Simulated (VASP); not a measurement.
# InGa2Sb2As (an interface model) in VASP: a series of runs

The runs below take InGa2Sb2As (an interface model) through single point, with r2SCAN, PBEsol.

Program: VASP 6.6.1. These are calculated values, not measurements. Logs are shortened: lines on timing, memory, paths and dates and some standing lists are left out, and cuts for length are marked.

### Step 1. The cell of the first run

The cell holds layers of an interface, 12 atoms: a = 4.304 Å, b = 4.304 Å, c = 18.369 Å, α = 90.00°, β = 90.00°, γ = 90.00°.

### Step 2. Single point, r2SCAN

The input, POSCAR:

```
InGa2Sb2As
1.0
    3.0436690000      3.0436690000      0.0000000000
   -3.0436690000      3.0436690000      0.0000000000
    0.0000000000      0.0000000000     18.3685260000
In Ga As Sb
2 4 2 4
Direct
    0.0000000000      0.0000000000      0.0076980000
    0.5000000000      0.5000000000      0.1734860000
    0.0000000000      0.0000000000      0.3285220000
    0.0000000000      0.0000000000      0.6619870000
    0.5000000000      0.5000000000      0.4950690000
    0.5000000000      0.5000000000      0.8290710000
    0.5000000000      0.0000000000      0.0902970000
    0.0000000000      0.5000000000      0.2568850000
    0.5000000000      0.0000000000      0.4118280000
    0.5000000000      0.0000000000      0.7452380000
    0.0000000000      0.5000000000      0.5784330000
    0.0000000000      0.5000000000      0.9115480000
```

The input, INCAR.step1:

```
PREC     = Accurate       # precision mode
ENCUT    = 440            # plane-wave cutoff, eV
ISMEAR   = -1             # smearing method
SIGMA    = 0.05           # smearing width, eV
LREAL    = False          # projectors in reciprocal space
LASPH    = True           # aspherical terms in the spheres
NELM     = 120            # most SCF steps
NBANDS   = 66             # bands
GGA      = PE             # functional
ALGO     = Normal         # electronic algorithm
EDIFF    = 1E-5           # SCF threshold, eV
LWAVE    = True           # write WAVECAR
LCHARG   = False          # write CHGCAR
GGA_COMPAT= False
```

The input, INCAR.step2:

```
PREC     = Accurate       # precision mode
ENCUT    = 440            # plane-wave cutoff, eV
EDIFF    = 1E-6           # SCF threshold, eV
ISMEAR   = -1             # smearing method
SIGMA    = 0.05           # smearing width, eV
LREAL    = False          # projectors in reciprocal space
LASPH    = True           # aspherical terms in the spheres
NELM     = 120            # most SCF steps
ALGO     = Normal         # electronic algorithm
ISIF     = 2              # what is computed and relaxed
LWAVE    = False          # write WAVECAR
LCHARG   = False          # write CHGCAR
METAGGA  = R2SCAN         # meta-GGA
LMIXTAU  = True         
NBANDS   = 66             # bands
ISTART   = 1            
GGA_COMPAT= False
```

The input, KPOINTS:

```
Automatic mesh
0
Gamma
  4 4 1
```

Potentials or basis: VASP PAW PBE potentials, release 64 (In_d, Ga_d, As, Sb).

Run with:

```console
cat potpaw_PBE.64/In_d/POTCAR potpaw_PBE.64/Ga_d/POTCAR potpaw_PBE.64/As/POTCAR potpaw_PBE.64/Sb/POTCAR > POTCAR
cp INCAR.step1 INCAR
mpirun -np 1 vasp_std > vasp.out
cp INCAR.step2 INCAR
mpirun -np 1 vasp_std > vasp.out
```

OUTCAR:

```text
PREC = Accurate
   ENCUT = 440
   EDIFF = 1E-6
   ISMEAR = -1
   LREAL = False
   LASPH = True
   NELM = 120
   ISIF = 2
   METAGGA = R2SCAN
   ISTART = 1

 ion  position               nearest neighbor table
   1  0.000  0.000  0.008-   7 2.63   7 2.63  12 2.78  12 2.78
   2  0.500  0.500  0.173-   7 2.64   7 2.64   8 2.64   8 2.64
   3  0.000  0.000  0.329-   8 2.52   8 2.52   9 2.64   9 2.64
   4  0.000  0.000  0.662-  10 2.64  10 2.64  11 2.64  11 2.64
   5  0.500  0.500  0.495-   9 2.64   9 2.64  11 2.64  11 2.64
   6  0.500  0.500  0.829-  12 2.63  12 2.63  10 2.65  10 2.65
   7  0.500  0.000  0.090-   1 2.63   1 2.63   2 2.64   2 2.64
   8  0.000  0.500  0.257-   3 2.52   3 2.52   2 2.64   2 2.64
   9  0.500  0.000  0.412-   5 2.64   5 2.64   3 2.64   3 2.64
  10  0.500  0.000  0.745-   4 2.64   4 2.64   6 2.65   6 2.65
  11  0.000  0.500  0.578-   5 2.64   5 2.64   4 2.64   4 2.64
  12  0.000  0.500  0.912-   6 2.63   6 2.63   1 2.78   1 2.78

  LATTYP: Found a simple tetragonal cell.
 ALAT       =     4.3043979792
 C/A-ratio  =     4.2673856109

  Lattice vectors:

 A1 = (   3.0436690000,   3.0436690000,   0.0000000000)
 A2 = (  -3.0436690000,   3.0436690000,   0.0000000000)
 A3 = (   0.0000000000,   0.0000000000,  18.3685260000)

Analysis of symmetry for initial positions (statically):
=====================================================================
 Subroutine PRICEL returns:
 Original cell was already a primitive cell.

 Routine SETGRP: Setting up the symmetry group for a
 simple tetragonal supercell.

 Subroutine GETGRP returns: Found  4 space group operations
 (whereof  4 operations were pure point group operations)
 out of a pool of 16 trial point group operations.

The static configuration has the point symmetry C_2v.

Analysis of symmetry for dynamics (positions and initial velocities):
=====================================================================
 Subroutine PRICEL returns:
 Original cell was already a primitive cell.

 Routine SETGRP: Setting up the symmetry group for a
 simple tetragonal supercell.

 Subroutine GETGRP returns: Found  4 space group operations
 (whereof  4 operations were pure point group operations)
 out of a pool of 16 trial point group operations.

The dynamic configuration has the point symmetry C_2v.

 Subroutine INISYM returns: Found  4 space group operations
 (whereof  4 operations are pure point group operations),
 and found     1 'primitive' translations

----------------------------------------------------------------------------------------

                                     Primitive cell

  volume of cell :     340.3291

  direct lattice vectors                    reciprocal lattice vectors
     3.043669000  3.043669000  0.000000000     0.164275419  0.164275419  0.000000000
    -3.043669000  3.043669000  0.000000000    -0.164275419  0.164275419  0.000000000
     0.000000000  0.000000000 18.368526000     0.000000000  0.000000000  0.054440950

  length of vectors
     4.304397979  4.304397979 18.368526000     0.232320525  0.232320525  0.054440950

  position of ions in fractional coordinates (direct lattice)
     0.000000000  0.000000000  0.007698000
     0.500000000  0.500000000  0.173486000
     0.000000000  0.000000000  0.328522000
     0.000000000  0.000000000  0.661987000
     0.500000000  0.500000000  0.495069000
     0.500000000  0.500000000  0.829071000
     0.500000000  0.000000000  0.090297000
     0.000000000  0.500000000  0.256885000
     0.500000000  0.000000000  0.411828000
     0.500000000  0.000000000  0.745238000
     0.000000000  0.500000000  0.578433000
     0.000000000  0.500000000  0.911548000

  ion indices of the primitive-cell ions
   primitive index   ion index
                 1           1
                 2           2
                 3           3
                 4           4
                 5           5
                 6           6
                 7           7
                 8           8
                 9           9
                10          10
                11          11
                12          12

----------------------------------------------------------------------------------------

 KPOINTS: Automatic mesh

Automatic generation of k-mesh.
 Grid dimensions read from file:
 generate k-points for:    4    4    1

 Generating k-lattice:

  Cartesian coordinates                     Fractional coordinates (reciprocal lattice)
     0.041068855  0.041068855  0.000000000     0.250000000  0.000000000  0.000000000
    -0.041068855  0.041068855  0.000000000     0.000000000  0.250000000  0.000000000
     0.000000000  0.000000000  0.054440950     0.000000000  0.000000000  1.000000000

  Length of vectors
     0.058080131  0.058080131  0.054440950

  Shift w.r.t. Gamma in fractional coordinates (k-lattice)
     0.000000000  0.000000000  0.000000000

 Subroutine IBZKPT returns following result:
 ===========================================

 Found      9 irreducible k-points:

 Following reciprocal coordinates:
            Coordinates               Weight
  0.000000  0.000000  0.000000      1.000000
  0.250000  0.000000  0.000000      2.000000
  0.000000  0.250000  0.000000      2.000000
  0.500000  0.000000  0.000000      1.000000
  0.000000  0.500000  0.000000      1.000000
  0.250000  0.250000  0.000000      4.000000
  0.500000  0.250000  0.000000      2.000000
 -0.250000  0.500000  0.000000      2.000000
  0.500000  0.500000  0.000000      1.000000
   k-points           NKPTS =      9   k-points in BZ     NKDIM =      9   number of bands    NBANDS=     66
   number of dos      NEDOS =    301   number of ions     NIONS =     12
   total plane-waves  NPLWV = 113400
   dimension x,y,z NGX =    30 NGY =   30 NGZ =  126
   dimension x,y,z NGXF=    60 NGYF=   60 NGZF=  252
   ions per type =               2   4   2   4
   NGX,Y,Z   is equivalent  to a cutoff of  11.59, 11.59, 11.40 a.u.
   NGXF,Y,Z  is equivalent  to a cutoff of  23.17, 23.17, 22.81 a.u.
 SYSTEM =  unknown system
   PREC   = accura    normal or accurate (medium, high low for compatibility)
   ISTART =      1    job   : 0-new  1-cont  2-samecut
   ICHARG =      0    charge: 1-file 2-atom 10-const
   ISPIN  =      1    spin polarized calculation?
   LNONCOLLINEAR =      F non collinear calculations
   LSORBIT =      F    spin-orbit coupling
   LASPH  =      T    aspherical Exc in radial PAW
   ENCUT  =  440.0 eV  32.34 Ry    5.69 a.u.   7.36  7.36 31.42*2*pi/ulx,y,z
   NELM   =    120;   NELMIN=  2; NELMDL=  0     # of ELM steps
   EDIFF  = 0.1E-05   stopping-criterion for ELM
   LREAL  =      F    real-space projection
   EDIFFG = 0.1E-04   stopping-criterion for IOM
   NSW    =      0    number of steps for IOM
   IBRION =     -1    ionic relax: 0-MD 1-quasi-New 2-CG
   NFREE  =      0    steps in history (QN), initial steepest desc. (CG)
   ISIF   =      2    stress and relaxation
   ISYM   =      2    0-nonsym 1-usesym 2-fastsym
   POTIM  = 0.5000    time-step for ionic-motion
   TEBEG  =    0.0;   TEEND  =   0.0 temperature during run
   PSTRESS=    0.0 pullay stress
   NELECT =     108.0000    total number of electrons
   NUPDOWN=      -1.0000    fix difference up-down
   EMIN   =  10.00;   EMAX   =-10.00  energy-range for DOS
   EFERMI =   0.00;   METHOD = LEGACY
   ISMEAR =    -1;   SIGMA  =   0.05  broadening in eV -4-tet -1-fermi 0-gaus
   EFERMI_NEDOS =   21; number of points for ismear=-14 and -15
   IALGO  =     38    algorithm
   IMIX   =      4    mixing-type and parameters
     AMIX     =   0.40;   BMIX     =  1.00
     AMIX_MAG =   1.60;   BMIX_MAG =  1.00
  volume/ion in A,a.u.               =      28.36       191.39
  Fermi-wavevector in a.u.,A,eV,Ry     =   1.116648  2.110159 16.965148  1.246903
  Thomas-Fermi vector in A             =   2.253264
   LORBIT       =      0    0 simple, 1 ext, 2 COOP (PROOUT), +10 PAW based schemes
   METAGGA = R2SCAN    functional components
   LHFCALC =     F    Hartree Fock is set to
   AEXX    =    0.0000 exact exchange contribution
   IVDW    =     0    specifies the selected vdW correction
   LEPSILON=     F    determine dielectric tensor
   LRPA    =     F    only Hartree local field effects (RPA)
 non-spin polarized calculation
  energy-cutoff  :      440.00
  volume of cell :      340.33
 maximum number of plane-waves:      7207
 NGX is ok and might be reduce to    30
   NGX = 15   NGY = 15   NGZ = 63

 number of electron     108.0000104 magnetization

 Free energy of the ion-electron system (eV)
  ---------------------------------------------------
  ext. energy  EPLUGINS =         0.00000000
  ---------------------------------------------------
  free energy    TOTEN  =      -226.06432175 eV

  energy without entropy =     -226.05585400  energy(sigma->0) =     -226.06008788

 E-fermi :   4.7719     XC(G=0):  -9.6866

 val. band max:        4.7175289462   @ k =   0.0000   0.0000   0.0000
 cond. band min:       4.8171539347   @ k =   0.0000   0.0000   0.0000
 fundamental gap:      0.0996249885
 Fermi energy:         4.7719152779

 k-point     1 :       0.0000    0.0000    0.0000
  band No.  band energies     occupation
      1     -10.9579      2.00000
      2     -10.9158      2.00000
      3     -10.9094      2.00000
      4     -10.8810      2.00000
      5     -10.8797      2.00000
      6     -10.8637      2.00000
[... 58 lines left out ...]
     65       7.5671      0.00000
     66       7.8917      0.00000

 k-point     2 :       0.2500    0.0000    0.0000
  band No.  band energies     occupation
      1     -10.9534      2.00000
      2     -10.9277      2.00000
      3     -10.9085      2.00000
      4     -10.8777      2.00000
      5     -10.8755      2.00000
      6     -10.8628      2.00000
[... 58 lines left out ...]
     65       8.7689      0.00000
     66       8.8455      0.00000

 k-point     3 :       0.0000    0.2500    0.0000
  band No.  band energies     occupation
      1     -10.9544      2.00000
      2     -10.9179      2.00000
      3     -10.9150      2.00000
      4     -10.8776      2.00000
      5     -10.8754      2.00000
      6     -10.8619      2.00000
[... 403 lines left out ...]
     65       9.1678      0.00000
     66       9.2028      0.00000

 k-point     9 :       0.5000    0.5000    0.0000
  band No.  band energies     occupation
      1     -10.9632      2.00000
      2     -10.9518      2.00000
      3     -10.8876      2.00000
      4     -10.8861      2.00000
      5     -10.8836      2.00000
      6     -10.8709      2.00000
[... 58 lines left out ...]
     65       7.8401      0.00000
     66       7.8438      0.00000

------------------------ aborting loop because EDIFF is reached ----------------------------------------

  FORCE on cell =-STRESS in cart. coord.  units (eV):
  Direction    XX          YY          ZZ          XY          YZ          ZX
  --------------------------------------------------------------------------------------
  -------------------------------------------------------------------------------------
  Total        2.5105593      2.5105593      0.4098433      0.3015361      0.0000000      0.0000000
  in kB       11.8190325     11.8190325      1.9294309      1.4195502      0.0000000      0.0000000
  external PRESSURE =       8.5224986 kB  Pullay stress =       0.0000000 kB

 VOLUME and BASIS-vectors are now :
 -----------------------------------------------------------------------------
  energy-cutoff  :      440.00
  volume of cell :      340.33
      direct lattice vectors                 reciprocal lattice vectors
     3.043669000  3.043669000  0.000000000     0.164275419  0.164275419  0.000000000
    -3.043669000  3.043669000  0.000000000    -0.164275419  0.164275419  0.000000000
     0.000000000  0.000000000 18.368526000     0.000000000  0.000000000  0.054440950

 POSITION                                       TOTAL-FORCE (eV/Angst)
 -----------------------------------------------------------------------------------
      0.00000      0.00000      0.14140        -0.000000     -0.000000     -0.013132
      0.00000      3.04367      3.18668         0.000000     -0.000000     -0.001461
      0.00000      0.00000      6.03446        -0.000000      0.000000     -0.021051
      0.00000      0.00000     12.15973         0.000000     -0.000000     -0.017483
      0.00000      3.04367      9.09369         0.000000      0.000000     -0.014791
      0.00000      3.04367     15.22881         0.000000     -0.000000     -0.018433
      1.52183      1.52183      1.65862         0.000000     -0.000000      0.026242
     -1.52183      1.52183      4.71860        -0.000000     -0.000000      0.045297
      1.52183      1.52183      7.56467         0.000000     -0.000000     -0.002096
      1.52183      1.52183     13.68892         0.000000     -0.000000      0.012922
     -1.52183      1.52183     10.62496         0.000000      0.000000      0.011803
     -1.52183      1.52183     16.74379        -0.000000     -0.000000     -0.007817
 -----------------------------------------------------------------------------------
    total drift:                               -0.000000      0.000000     -0.061990

  FREE ENERGIE OF THE ION-ELECTRON SYSTEM (eV)
  ---------------------------------------------------
  free  energy   TOTEN  =      -226.0643217536 eV

  energy  without entropy=     -226.0558539968  energy(sigma->0) =     -226.06008788
```

Wall time 21 min (1 thread of Oxide Virtual Turin-like, shared host); peak memory 0.43 GiB.

What came out:

```yaml
Free_energy: -226.0643 eV
Pressure: 0.9 GPa
Largest_force: 0.045 eV/Å
Band_gap_on_the_k_mesh: 0.10 eV
```

Forces on the atoms (eV/Å):
```
In   0.000  0.000 -0.013
In   0.000  0.000 -0.001
Ga   0.000  0.000 -0.021
Ga   0.000  0.000 -0.017
Ga   0.000  0.000 -0.015
Ga   0.000  0.000 -0.018
As   0.000  0.000  0.026
As   0.000  0.000  0.045
Sb   0.000  0.000 -0.002
Sb   0.000  0.000  0.013
Sb   0.000  0.000  0.012
Sb   0.000  0.000 -0.008
```

Caveat: semilocal functionals underestimate gaps, and a narrow one can read as zero; the PAW data sets were made with another functional, which shifts forces and pressure a little; spin-orbit coupling is left out, which moves the levels of the heavy elements.

### Step 3. Single point, PBEsol

The input, INCAR:

```
PREC = Accurate ; ENCUT = 400
EDIFF = 1E-6 ; ISMEAR = -1
SIGMA = 0.05 ; LREAL = F
LASPH = T ; NELM = 120
ALGO = Normal ; ISIF = 2
LWAVE = F ; LCHARG = T
GGA = PS ; LELF = T
LVHAR = T ; NBANDS = 66
GGA_COMPAT = F
```

The input, KPOINTS:

```
regular mesh
0
Gamma
  6 6 1
```

The input, POSCAR:

```
InGa2Sb2As
1.0
    3.0436690000      3.0436690000      0.0000000000
   -3.0436690000      3.0436690000      0.0000000000
    0.0000000000      0.0000000000     18.3532090000
In Ga As Sb
2 4 2 4
Direct
    0.0000000000      0.0000000000      0.0000000000
    0.5000000000      0.5000000000      0.1658390000
    0.0000000000      0.0000000000      0.3316770000
    0.0000000000      0.0000000000      0.6658390000
    0.5000000000      0.5000000000      0.4987580000
    0.5000000000      0.5000000000      0.8329190000
    0.5000000000      0.0000000000      0.0829190000
    0.0000000000      0.5000000000      0.2487580000
    0.5000000000      0.0000000000      0.4152170000
    0.5000000000      0.0000000000      0.7493790000
    0.0000000000      0.5000000000      0.5822980000
    0.0000000000      0.5000000000      0.9164600000
```

Potentials or basis: VASP PAW PBE potentials, release 64 (In_d, Ga_d, As, Sb).

Run with:

```console
cat potpaw_PBE.64/In_d/POTCAR potpaw_PBE.64/Ga_d/POTCAR potpaw_PBE.64/As/POTCAR potpaw_PBE.64/Sb/POTCAR > POTCAR
mpirun -np 1 vasp_std > vasp.out
```

It took 5.5 min on 1 thread of Oxide Virtual Turin-like, shared host; peak memory 0.4 GiB.

The run converged. Its results:

```yaml
Free_energy: -49.1793 eV
Pressure: 0.6 GPa
Largest_force: 1.350 eV/Å
Band_gap_on_the_k_mesh: 0.02 eV
```

Forces in eV/Å, atoms in the order of the input:
```
In   0.000  0.000  1.294
In   0.000  0.000  0.069
Ga   0.000  0.000 -0.880
Ga   0.000  0.000  0.007
Ga   0.000  0.000 -0.011
Ga   0.000  0.000 -0.028
As   0.000  0.000  0.059
As   0.000  0.000  0.919
Sb   0.000  0.000 -0.069
Sb   0.000  0.000 -0.011
Sb   0.000  0.000  0.000
Sb   0.000  0.000 -1.350
```

Stress tensor (GPa, compression positive):
```
 0.73 -0.34  0.00
-0.34  0.73  0.00
 0.00  0.00  0.27
```

Levels at points of the mesh, in eV from the valence-band top:
```
           k point  band 50  band 51  band 52  band 53  band 54  band 55  band 56  band 57  band 58  band 59
(0.00, 0.00, 0.00)    -0.95    -0.91    -0.15    -0.05     0.00     0.02     0.97     1.09     1.25     1.39
(0.50, 0.00, 0.00)    -1.20    -1.13    -1.12    -1.08    -0.98     0.83     1.00     1.21     1.30     2.13
(0.00, 0.50, 0.00)    -1.17    -1.12    -1.12    -1.10    -1.03     1.02     1.05     1.18     1.19     2.14
(0.50, 0.50, 0.00)    -2.91    -2.53    -2.52    -2.51    -2.50     1.10     1.13     1.22     1.22     2.57
```

Caveat: the smearing spreads over this small gap; semilocal functionals underestimate gaps, and a narrow one can read as zero; the PAW data sets were made with another functional, which shifts forces and pressure a little; spin-orbit coupling is left out, which moves the levels of the heavy elements.

The gap in the log of VASP goes by the Fermi energy; the results here count the filled bands.